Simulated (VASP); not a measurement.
# Mg (P6_3/mmc) in VASP: further runs

Runs on Mg. Level: PBE. Tasks: single point.

Everything below comes from runs of VASP 6.6.1. Logs are shortened: lines on timing, memory, paths and dates and some standing lists are left out, and cuts for length are marked.

### 1 The cell of the first run

Symmetry: P6_3/mmc, No. 194, hexagonal system. The conventional cell has a = 3.195 Å, b = 3.195 Å, c = 5.188 Å, α = 90.00°, β = 90.00°, γ = 120.00°. Within 4.2 Å of Mg (site symmetry -6m2) lie 12 Mg at 3.18 to 3.20 Å.

### 2 Single point, PBE

File INCAR:

```
SYSTEM = Mg
ALGO = Normal
EDIFF = 1E-6
ENCUT = 520
GGA = PE
ISIF = 2
ISMEAR = 1
LASPH = .True.
LCHARG = .True.
LELF = .True.
LREAL = .False.
LVHAR = .True.
LWAVE = .False.
NBANDS = 9
NELM = 80
PREC = Accurate
SIGMA = 0.03
```

File KPOINTS:

```
k-points
0
Gamma
  11 11 6
  0 0 0
```

File POSCAR:

```
Mg
1.0
    3.1953117277      0.0000000000      0.0000000000
   -1.5976558638      2.7672211292      0.0000000000
    0.0000000000      0.0000000000      5.1879445283
Mg
2
Direct
    0.3333333333      0.6666666667      0.2500000000
    0.6666666667      0.3333333333      0.7500000000
```

Potentials or basis: VASP PAW PBE potentials, release 64 (Mg).

On the command line:

```sh
$ cat potpaw_PBE.64/Mg/POTCAR > POTCAR
$ mpirun -np 1 vasp_std > vasp.out
```

OUTCAR:

```text
SYSTEM = Mg
   EDIFF = 1E-6
   ENCUT = 520
   GGA = PE
   ISIF = 2
   ISMEAR = 1
   LASPH = .True.
   LREAL = .False.
   NELM = 80
   PREC = Accurate

 ion  position               nearest neighbor table
   1  0.333  0.667  0.250-   2 3.18   2 3.18   2 3.18   2 3.18   2 3.18   2 3.18
   2  0.667  0.333  0.750-   1 3.18   1 3.18   1 3.18   1 3.18   1 3.18   1 3.18

  LATTYP: Found a hexagonal cell.
 ALAT       =     3.1953117277
 C/A-ratio  =     1.6236113939

  Lattice vectors:

 A1 = (   3.1953117277,   0.0000000000,   0.0000000000)
 A2 = (  -1.5976558638,   2.7672211292,   0.0000000000)
 A3 = (   0.0000000000,   0.0000000000,   5.1879445283)

Analysis of symmetry for initial positions (statically):
=====================================================================
 Subroutine PRICEL returns:
 Original cell was already a primitive cell.

 Routine SETGRP: Setting up the symmetry group for a
 hexagonal supercell.

 Subroutine GETGRP returns: Found 24 space group operations
 (whereof 12 operations were pure point group operations)
 out of a pool of 24 trial point group operations.

The static configuration has the point symmetry D_3d.
 The point group associated with its full space group is D_6h.

Analysis of symmetry for dynamics (positions and initial velocities):
=====================================================================
 Subroutine PRICEL returns:
 Original cell was already a primitive cell.

 Routine SETGRP: Setting up the symmetry group for a
 hexagonal supercell.

 Subroutine GETGRP returns: Found 24 space group operations
 (whereof 12 operations were pure point group operations)
 out of a pool of 24 trial point group operations.

The dynamic configuration has the point symmetry D_3d.
 The point group associated with its full space group is D_6h.

 Subroutine INISYM returns: Found 24 space group operations
 (whereof 12 operations are pure point group operations),
 and found     1 'primitive' translations

----------------------------------------------------------------------------------------

                                     Primitive cell

  volume of cell :      45.8725

  direct lattice vectors                    reciprocal lattice vectors
     3.195311728  0.000000000  0.000000000     0.312958511  0.180686680  0.000000000
    -1.597655864  2.767221129  0.000000000     0.000000000  0.361373361  0.000000000
     0.000000000  0.000000000  5.187944528     0.000000000  0.000000000  0.192754567

  length of vectors
     3.195311728  3.195311728  5.187944528     0.361373361  0.361373361  0.192754567
[... 82 lines left out ...]
   LREAL  =      F    real-space projection
   EDIFFG = 0.1E-04   stopping-criterion for IOM
   NSW    =      0    number of steps for IOM
   IBRION =     -1    ionic relax: 0-MD 1-quasi-New 2-CG
   NFREE  =      0    steps in history (QN), initial steepest desc. (CG)
   ISIF   =      2    stress and relaxation
   ISYM   =      2    0-nonsym 1-usesym 2-fastsym
   POTIM  = 0.5000    time-step for ionic-motion
   TEBEG  =    0.0;   TEEND  =   0.0 temperature during run
   PSTRESS=    0.0 pullay stress
   NELECT =       4.0000    total number of electrons
   NUPDOWN=      -1.0000    fix difference up-down
   EMIN   =  10.00;   EMAX   =-10.00  energy-range for DOS
   EFERMI =   0.00;   METHOD = LEGACY
   ISMEAR =     1;   SIGMA  =   0.03  broadening in eV -4-tet -1-fermi 0-gaus
   EFERMI_NEDOS =   21; number of points for ismear=-14 and -15
   IALGO  =     38    algorithm
   IMIX   =      4    mixing-type and parameters
     AMIX     =   0.40;   BMIX     =  1.00
     AMIX_MAG =   1.60;   BMIX_MAG =  1.00
  volume/ion in A,a.u.               =      22.94       154.78
  Fermi-wavevector in a.u.,A,eV,Ry     =   0.725957  1.371859  7.170448  0.527013
  Thomas-Fermi vector in A             =   1.816809
   LORBIT       =      0    0 simple, 1 ext, 2 COOP (PROOUT), +10 PAW based schemes
   GGA     = PE    functional components
   LHFCALC =     F    Hartree Fock is set to
   AEXX    =    0.0000 exact exchange contribution
   IVDW    =     0    specifies the selected vdW correction
   LEPSILON=     F    determine dielectric tensor
   LRPA    =     F    only Hartree local field effects (RPA)
 non-spin polarized calculation
 Methfessel and Paxton  Order N= 1 SIGMA  =   0.03
  energy-cutoff  :      520.00
  volume of cell :       45.87
 maximum number of plane-waves:      1252
 NGX is ok and might be reduce to    24
   NGX = 11   NGY = 11   NGZ = 19

 number of electron       4.0000000 magnetization

 Free energy of the ion-electron system (eV)
  ---------------------------------------------------
  ext. energy  EPLUGINS =         0.00000000
  ---------------------------------------------------
  free energy    TOTEN  =        -3.03212537 eV

  energy without entropy =       -3.03212472  energy(sigma->0) =       -3.03212515

 E-fermi :   2.5251     XC(G=0):  -8.4937

 val. band max:        2.5086039425   @ k =   0.3636   0.2727   0.5000
 cond. band min:       2.7398324848   @ k =   0.1818   0.1818   0.0000
 fundamental gap:      0.2312285423
 Fermi energy:         2.5251029598

 k-point     1 :       0.0000    0.0000    0.0000
  band No.  band energies     occupation
      1      -4.2971      2.00000
      2       0.9520      2.00000
      3       1.3976      2.00000
      4      13.5834      0.00000
      5      13.5834      0.00000
      6      13.6993      0.00000
      7      13.6993      0.00000
      8      14.4735      0.00000
      9      16.0706      0.00000
[... 265 lines left out ...]
 k-point    24 :       0.1818    0.0909    0.1667
  band No.  band energies     occupation
      1      -3.0097      2.00000
      2       0.6031      2.00000
      3       4.1168      0.00000
      4       7.2981      0.00000
      5       8.8675      0.00000
      6      10.7155      0.00000
      7      12.2063      0.00000
      8      13.5563      0.00000
      9      14.0603      0.00000

 [... further k-points ...]
[... 5 lines left out ...]
  --------------------------------------------------------------------------------------
  -------------------------------------------------------------------------------------
  Total       -0.0473657     -0.0473657     -0.0398586     -0.0000000     -0.0000000      0.0000000
  in kB       -1.6543291     -1.6543291     -1.3921314     -0.0000000     -0.0000000      0.0000000
  external PRESSURE =      -1.5669299 kB  Pullay stress =       0.0000000 kB

 VOLUME and BASIS-vectors are now :
 -----------------------------------------------------------------------------
  energy-cutoff  :      520.00
  volume of cell :       45.87
      direct lattice vectors                 reciprocal lattice vectors
     3.195311728  0.000000000  0.000000000     0.312958511  0.180686680  0.000000000
    -1.597655864  2.767221129  0.000000000     0.000000000  0.361373361  0.000000000
     0.000000000  0.000000000  5.187944528     0.000000000  0.000000000  0.192754567

 POSITION                                       TOTAL-FORCE (eV/Angst)
 -----------------------------------------------------------------------------------
     -0.00000      1.84481      1.29699         0.000000      0.000000      0.000000
      1.59766      0.92241      3.89096        -0.000000     -0.000000      0.000000
 -----------------------------------------------------------------------------------
    total drift:                                0.000000     -0.000000      0.000000

  FREE ENERGIE OF THE ION-ELECTRON SYSTEM (eV)
  ---------------------------------------------------
  free  energy   TOTEN  =        -3.0321253657 eV

  energy  without entropy=       -3.0321247201  energy(sigma->0) =       -3.03212515
```

stdout:

```text
POSCAR found type information on POSCAR Mg
 POSCAR found :  1 types and       2 ions
 scaLAPACK will be used
 LDA part: xc-table for (Slater+PW92), standard interpolation
 POSCAR, INCAR and KPOINTS ok, starting setup
 FFT: planning ... GRIDC
 FFT: planning ... GRID_SOFT
 FFT: planning ... GRID
 WAVECAR not read
 entering main loop
```

Wall time 30 s (1 thread of AMD EPYC 7R13, shared host); peak memory 0.14 GiB.

Results:

```
Free energy            : -3.0321 eV
Pressure               : -0.2 GPa
Band gap on the k mesh : zero (bands 2 and 3 overlap by 2.11 eV)
```

### 3 Single point, PBE

File INCAR:

```
SYSTEM = Mg
PREC = Accurate
ENCUT = 520
EDIFF = 1E-7
ISMEAR = 1
SIGMA = 0.3
LREAL = .FALSE.
LASPH = .TRUE.
NELM = 100
ALGO = Normal
ISIF = 2
LWAVE = .FALSE.
LCHARG = .FALSE.
GGA = PE
NBANDS = 9
```

File KPOINTS:

```
Automatic mesh
0
G
  11 11 6
  0 0 0
```

POSCAR is that of step 2.

Potentials or basis: VASP PAW PBE potentials, release 64 (Mg).

On the command line:

```sh
$ cat potpaw_PBE.64/Mg/POTCAR > POTCAR
$ mpirun -np 1 vasp_std > vasp.out
```

OUTCAR:

```text
SYSTEM = Mg
   PREC = Accurate
   ENCUT = 520
   EDIFF = 1E-7
   ISMEAR = 1
   LREAL = .FALSE.
   LASPH = .TRUE.
   NELM = 100
   ISIF = 2
   GGA = PE

 ion  position               nearest neighbor table
   1  0.333  0.667  0.250-   2 3.18   2 3.18   2 3.18   2 3.18   2 3.18   2 3.18
   2  0.667  0.333  0.750-   1 3.18   1 3.18   1 3.18   1 3.18   1 3.18   1 3.18

  LATTYP: Found a hexagonal cell.
 ALAT       =     3.1953117277
 C/A-ratio  =     1.6236113939

  Lattice vectors:

 A1 = (   3.1953117277,   0.0000000000,   0.0000000000)
 A2 = (  -1.5976558638,   2.7672211292,   0.0000000000)
 A3 = (   0.0000000000,   0.0000000000,   5.1879445283)

Analysis of symmetry for initial positions (statically):
=====================================================================
 Subroutine PRICEL returns:
 Original cell was already a primitive cell.

 Routine SETGRP: Setting up the symmetry group for a
 hexagonal supercell.

 Subroutine GETGRP returns: Found 24 space group operations
 (whereof 12 operations were pure point group operations)
 out of a pool of 24 trial point group operations.

The static configuration has the point symmetry D_3d.
 The point group associated with its full space group is D_6h.
[... 164 lines left out ...]

 val. band max:        2.5084815113   @ k =   0.3636   0.2727   0.5000
 cond. band min:       2.7401036629   @ k =   0.1818   0.1818   0.0000
 fundamental gap:      0.2316221517
 Fermi energy:         2.6267529815

 k-point     1 :       0.0000    0.0000    0.0000
  band No.  band energies     occupation
      1      -4.2972      2.00000
      2       0.9523      2.00000
      3       1.3971      2.00000
      4      13.5832      0.00000
      5      13.5832      0.00000
      6      13.6992      0.00000
      7      13.6992      0.00000
      8      14.4736      0.00000
      9      16.0708      0.00000
[... 265 lines left out ...]
 k-point    24 :       0.1818    0.0909    0.1667
  band No.  band energies     occupation
      1      -3.0098      2.00000
      2       0.6030      2.00000
      3       4.1166     -0.00000
      4       7.2980     -0.00000
      5       8.8674      0.00000
      6      10.7155      0.00000
      7      12.2062      0.00000
      8      13.5563      0.00000
      9      14.0603      0.00000

 [... further k-points ...]
[... 5 lines left out ...]
  --------------------------------------------------------------------------------------
  -------------------------------------------------------------------------------------
  Total       -0.0492197     -0.0492197     -0.0527284     -0.0000000      0.0000000     -0.0000000
  in kB       -1.7190845     -1.7190845     -1.8416303     -0.0000000      0.0000000     -0.0000000
  external PRESSURE =      -1.7599331 kB  Pullay stress =       0.0000000 kB

 VOLUME and BASIS-vectors are now :
 -----------------------------------------------------------------------------
  energy-cutoff  :      520.00
  volume of cell :       45.87
      direct lattice vectors                 reciprocal lattice vectors
     3.195311728  0.000000000  0.000000000     0.312958511  0.180686680  0.000000000
    -1.597655864  2.767221129  0.000000000     0.000000000  0.361373361  0.000000000
     0.000000000  0.000000000  5.187944528     0.000000000  0.000000000  0.192754567

 POSITION                                       TOTAL-FORCE (eV/Angst)
 -----------------------------------------------------------------------------------
     -0.00000      1.84481      1.29699        -0.000000      0.000000      0.000000
      1.59766      0.92241      3.89096         0.000000      0.000000      0.000000
 -----------------------------------------------------------------------------------
    total drift:                                0.000000     -0.000000      0.000000

  FREE ENERGIE OF THE ION-ELECTRON SYSTEM (eV)
  ---------------------------------------------------
  free  energy   TOTEN  =        -3.0279203181 eV

  energy  without entropy=       -3.0360987172  energy(sigma->0) =       -3.03064645
```

It took 30 s on 1 thread of AMD EPYC 7R13, shared host; peak memory 0.14 GiB.

What came out:

| Quantity | Value |
| --- | --- |
| Free energy | -3.0279 eV |
| Pressure | -0.2 GPa |
| Band gap on the k mesh | zero (bands 2 and 3 overlap by 2.11 eV) |

Caveat: so wide a smearing shifts energies and pressures.
